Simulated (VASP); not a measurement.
# SiC (Cmc2_1) in VASP: single point with HSE06

Aim: the single point of SiC with HSE06.

Everything below comes from runs of VASP 6.6.1. Logs are shortened: lines on timing, memory, paths and dates and some standing lists are left out, and cuts for length are marked.

### 1 The cell of the first run

The structure is orthorhombic, space group Cmc2_1 (No. 36). The conventional cell has a = 3.034 Å, b = 5.327 Å, c = 5.048 Å, α = 90.00°, β = 90.00°, γ = 90.00°. Within 2.5 Å of Si (site symmetry m) lie 4 C at 1.87 to 1.89 Å. C (site symmetry m) has 4 Si at 1.87 to 1.89 Å within 2.5 Å.

### 2 Single point, HSE06 (uniaxial x strain -1.3%)

Contents of POSCAR:

```
SiC
1.0
    3.0344540134      0.0000000000      0.0000000000
   -1.5172270067      2.6633366395      0.0000000000
    0.0000000000      0.0000000000      5.0481081077
Si C
2 2
Direct
    0.3334856034      0.6669712068     -0.0000632231
    0.6665143966      0.3330287932      0.4999367769
    0.3344087808      0.6688175616      0.3750632231
    0.6655912192      0.3311824384      0.8750632231
```

Contents of INCAR.step1:

```
PREC = Accurate ; ENCUT = 520
EDIFF = 1E-5 ; ISMEAR = 0
SIGMA = 0.01 ; LREAL = False
LASPH = True ; NELM = 100
ALGO = Normal ; ISIF = 2
LWAVE = True ; LCHARG = False
GGA = PE ; NBANDS = 16
```

Contents of INCAR.step2:

```
PREC = Accurate ; ENCUT = 520
EDIFF = 1E-7 ; ISMEAR = 0
SIGMA = 0.01 ; LREAL = False
LASPH = True ; NELM = 100
ALGO = Normal ; ISIF = 2
LWAVE = False ; LCHARG = False
GGA = PE ; LHFCALC = True
HFSCREEN = 0.2079 ; PRECFOCK = Normal
ISTART = 1 ; NBANDS = 16
```

Contents of KPOINTS:

```
Automatic mesh
0
Gamma
  6 6 4
```

Potentials or basis: VASP PAW PBE potentials, release 64 (Si, C).

Run with:

```bash
> cat potpaw_PBE.64/Si/POTCAR potpaw_PBE.64/C/POTCAR > POTCAR
> cp INCAR.step1 INCAR
> mpirun -np 1 vasp_std > vasp.out
> cp INCAR.step2 INCAR
> mpirun -np 1 vasp_std > vasp.out
```

OUTCAR:

```text
PREC = Accurate
   ENCUT = 520
   EDIFF = 1E-7
   ISMEAR = 0
   LREAL = False
   LASPH = True
   NELM = 100
   ISIF = 2
   GGA = PE
   LHFCALC = True
   HFSCREEN = 0.2079
   PRECFOCK = Normal
   ISTART = 1

 ion  position               nearest neighbor table
   1  0.333  0.667  1.000-   4 1.87   4 1.87   4 1.88   3 1.89   2 3.08   2 3.08   2 3.08   2 3.08
                             2 3.09   2 3.09
   2  0.667  0.333  0.500-   3 1.87   3 1.87   3 1.88   4 1.89   1 3.08   1 3.08   1 3.08   1 3.08
                             1 3.09   1 3.09
   3  0.334  0.669  0.375-   2 1.87   2 1.87   2 1.88   1 1.89
   4  0.666  0.331  0.875-   1 1.87   1 1.87   1 1.88   2 1.89

  LATTYP: Found a base centered orthorhombic cell.
 ALAT       =     3.0344540134
 B/A-ratio  =     1.7553975956
 C/A-ratio  =     1.6635968400

  Lattice vectors:

 A1 = (   1.5172270067,  -2.6633366395,   0.0000000000)
 A2 = (   1.5172270067,   2.6633366395,   0.0000000000)
 A3 = (   0.0000000000,   0.0000000000,   5.0481081077)

Analysis of symmetry for initial positions (statically):
=====================================================================
 Subroutine PRICEL returns:
 Original cell was already a primitive cell.

 Routine SETGRP: Setting up the symmetry group for a
 base centered orthorhombic supercell.

 Subroutine GETGRP returns: Found  4 space group operations
 (whereof  2 operations were pure point group operations)
 out of a pool of  8 trial point group operations.

The static configuration has the point symmetry C_1h.
 The point group associated with its full space group is C_2v.

Analysis of symmetry for dynamics (positions and initial velocities):
=====================================================================
 Subroutine PRICEL returns:
 Original cell was already a primitive cell.

 Routine SETGRP: Setting up the symmetry group for a
 base centered orthorhombic supercell.

 Subroutine GETGRP returns: Found  4 space group operations
 (whereof  2 operations were pure point group operations)
 out of a pool of  8 trial point group operations.

The dynamic configuration has the point symmetry C_1h.
 The point group associated with its full space group is C_2v.

 Subroutine INISYM returns: Found  4 space group operations
 (whereof  2 operations are pure point group operations),
 and found     1 'primitive' translations

[... 105 lines left out ...]
   ISYM   =      3    0-nonsym 1-usesym 2-fastsym
   POTIM  = 0.5000    time-step for ionic-motion
   TEBEG  =    0.0;   TEEND  =   0.0 temperature during run
   PSTRESS=    0.0 pullay stress
   NELECT =      16.0000    total number of electrons
   NUPDOWN=      -1.0000    fix difference up-down
   EMIN   =  10.00;   EMAX   =-10.00  energy-range for DOS
   EFERMI =   0.00;   METHOD = LEGACY
   ISMEAR =     0;   SIGMA  =   0.01  broadening in eV -4-tet -1-fermi 0-gaus
   EFERMI_NEDOS =   21; number of points for ismear=-14 and -15
   IALGO  =     38    algorithm
   IMIX   =      1    mixing-type and parameters
     AMIX     =   0.40;   BMIX     =  1.00
     AMIX_MAG =   1.60;   BMIX_MAG =  1.00
  volume/ion in A,a.u.               =      10.20        68.83
  Fermi-wavevector in a.u.,A,eV,Ry     =   1.198312  2.264480 19.537293  1.435951
  Thomas-Fermi vector in A             =   2.334204
   LORBIT       =      0    0 simple, 1 ext, 2 COOP (PROOUT), +10 PAW based schemes
   GGA     = PE    functional components
   LHFCALC =     T    Hartree Fock is set to
   PRECFOCK=normal    Normal, Fast or Accurate (Low or Medium for compatibility)
   ENCUT4O =  -1.0   cutoff for four orbital integrals eV
   NKREDX  =     1    reduce k-point grid by
   NKREDY  =     1    reduce k-point grid by
   NKREDZ  =     1    reduce k-point grid by
   AEXX    =    0.2500 exact exchange contribution
   HFSCREEN=    0.2079 screening length (either q_TF or 0.3 A-1)
   HFSCREENC=   0.2079 screening length for correlation (either q_TF or 0.3 A-1)
   ENCUTFOCK=  -1.0 apply spherical cutoff to Coloumb kernel
   IVDW    =     0    specifies the selected vdW correction
   LEPSILON=     F    determine dielectric tensor
   LRPA    =     F    only Hartree local field effects (RPA)
 non-spin polarized calculation
 Gauss-broadening in eV      SIGMA  =   0.01
  energy-cutoff  :      520.00
  volume of cell :       40.80
 maximum number of plane-waves:      1110
 NGX is ok and might be reduce to    24
  NGX = 18; NGY = 18; NGZ = 30

 number of electron      15.9999999 magnetization

 Free energy of the ion-electron system (eV)
  ---------------------------------------------------
  ext. energy  EPLUGINS =         0.00000000
  ---------------------------------------------------
  free energy    TOTEN  =       -34.82230306 eV

  energy without entropy =      -34.82230306  energy(sigma->0) =      -34.82230306

 E-fermi :   7.9920     XC(G=0):  -9.3975

 val. band max:        7.8982902132   @ k =   0.0000   0.0000   0.0000
 cond. band min:      10.9272203558   @ k =   0.3333   0.3333   0.0000
 fundamental gap:      3.0289301425
 Fermi energy:         7.9919700243

 k-point     1 :       0.0000    0.0000    0.0000
  band No.  band energies     occupation
      1      -9.4705      2.00000
      2      -5.6232      2.00000
      3      -1.8224      2.00000
      4       6.3212      2.00000
      5       6.4836      2.00000
      6       7.6537      2.00000
[... 433 lines left out ...]
      3      -0.8763      2.00000
      4       0.6761      2.00000
      5       2.5326      2.00000
      6       3.5034      2.00000
[... 8 lines left out ...]
     15      21.0953      0.00000
     16      21.8055      0.00000

 [... further k-points ...]

------------------------ aborting loop because EDIFF is reached ----------------------------------------

  FORCE on cell =-STRESS in cart. coord.  units (eV):
  Direction    XX          YY          ZZ          XY          YZ          ZX
  --------------------------------------------------------------------------------------
  -------------------------------------------------------------------------------------
  Total        1.5041069      0.0159713     -0.3001213      0.0000000      0.0000000      0.0000000
  in kB       59.0682374      0.6272136    -11.7861555      0.0000000      0.0000000      0.0000000
  external PRESSURE =      15.9697651 kB  Pullay stress =       0.0000000 kB

 VOLUME and BASIS-vectors are now :
 -----------------------------------------------------------------------------
  energy-cutoff  :      520.00
  volume of cell :       40.80
      direct lattice vectors                 reciprocal lattice vectors
     3.034454013  0.000000000  0.000000000     0.329548576  0.187734435  0.000000000
    -1.517227007  2.663336640  0.000000000     0.000000000  0.375468871  0.000000000
     0.000000000  0.000000000  5.048108108     0.000000000  0.000000000  0.198094014

 POSITION                                       TOTAL-FORCE (eV/Angst)
 -----------------------------------------------------------------------------------
      0.00000      1.77637      5.04779         0.000000     -0.001421     -0.014847
      1.51723      0.88697      2.52373         0.000000      0.001421     -0.014847
     -0.00000      1.78129      1.89336        -0.000000      0.000835      0.014847
      1.51723      0.88205      4.41741         0.000000     -0.000835      0.014847
 -----------------------------------------------------------------------------------
    total drift:                               -0.000000      0.000000     -0.000015

  FREE ENERGIE OF THE ION-ELECTRON SYSTEM (eV)
  ---------------------------------------------------
  free  energy   TOTEN  =       -34.8223030614 eV

  energy  without entropy=      -34.8223030614  energy(sigma->0) =      -34.82230306
```

OUTCAR.step1:

```text
PREC = Accurate
   ENCUT = 520
   EDIFF = 1E-5
   ISMEAR = 0
   LREAL = False
[... 691 lines left out ...]
      0.00000      1.77637      5.04779         0.000000      0.005041      0.004317
      1.51723      0.88697      2.52373         0.000000     -0.005041      0.004317
     -0.00000      1.78129      1.89336         0.000000      0.007781     -0.004317
      1.51723      0.88205      4.41741         0.000000     -0.007781     -0.004317
 -----------------------------------------------------------------------------------
    total drift:                               -0.000000      0.000000      0.000241

  FREE ENERGIE OF THE ION-ELECTRON SYSTEM (eV)
  ---------------------------------------------------
  free  energy   TOTEN  =       -30.0682446556 eV

  energy  without entropy=      -30.0682446556  energy(sigma->0) =      -30.06824466
```

OSZICAR.step1:

```text
N       E                     dE             d eps       ncg     rms          rms(c)
DAV:   1     0.261902082552E+02    0.26190E+02   -0.71606E+03  1248   0.897E+02
DAV:   2    -0.313477850282E+02   -0.57538E+02   -0.52063E+02  1760   0.159E+02
DAV:   3    -0.338621192266E+02   -0.25143E+01   -0.25052E+01  1664   0.304E+01
DAV:   4    -0.338800061472E+02   -0.17887E-01   -0.17885E-01  1528   0.317E+00
DAV:   5    -0.338801819872E+02   -0.17584E-03   -0.17584E-03  1664   0.294E-01    0.127E+01
DAV:   6    -0.301675922505E+02    0.37126E+01   -0.65866E+00  1560   0.158E+01    0.575E+00
DAV:   7    -0.300864655656E+02    0.81127E-01   -0.11387E+00  1760   0.627E+00    0.251E+00
DAV:   8    -0.300694656619E+02    0.17000E-01   -0.47599E-02  1384   0.139E+00    0.639E-01
DAV:   9    -0.300679157620E+02    0.15499E-02   -0.74775E-03  1608   0.590E-01    0.122E-01
DAV:  10    -0.300682197748E+02   -0.30401E-03   -0.98880E-04  1456   0.183E-01    0.569E-02
DAV:  11    -0.300682437983E+02   -0.24024E-04   -0.88516E-05  1520   0.671E-02    0.136E-02
DAV:  12    -0.300682446556E+02   -0.85728E-06   -0.60137E-06   928   0.159E-02
   1 F= -.30068245E+02 E0= -.30068245E+02  d E =-.857739E-30
```

It took 67 min on 1 thread of Intel Xeon Platinum 8259CL at 2.50GHz (Skylake/Cascade Lake), shared host; peak memory 0.28 GiB.

What came out:

| Quantity | Value |
| --- | --- |
| Free energy | -34.8223 eV |
| Pressure | 1.6 GPa |
| Largest force | 0.015 eV/Å |
| Band gap on the k mesh | 3.03 eV (least direct gap 5.12 eV) |

Forces on the atoms (eV/Å):
```
Si   0.000 -0.001 -0.015
Si   0.000  0.001 -0.015
C    0.000  0.001  0.015
C    0.000 -0.001  0.015
```

Stress tensor (GPa, compression positive):
```
 5.91  0.00  0.00
 0.00  0.06  0.00
 0.00  0.00 -1.18
```

Caveat: the cell differs from its parent crystal (uniaxial x strain -1.3%); the PAW data sets were made with another functional, which shifts forces and pressure a little. A k mesh can miss the band edges.
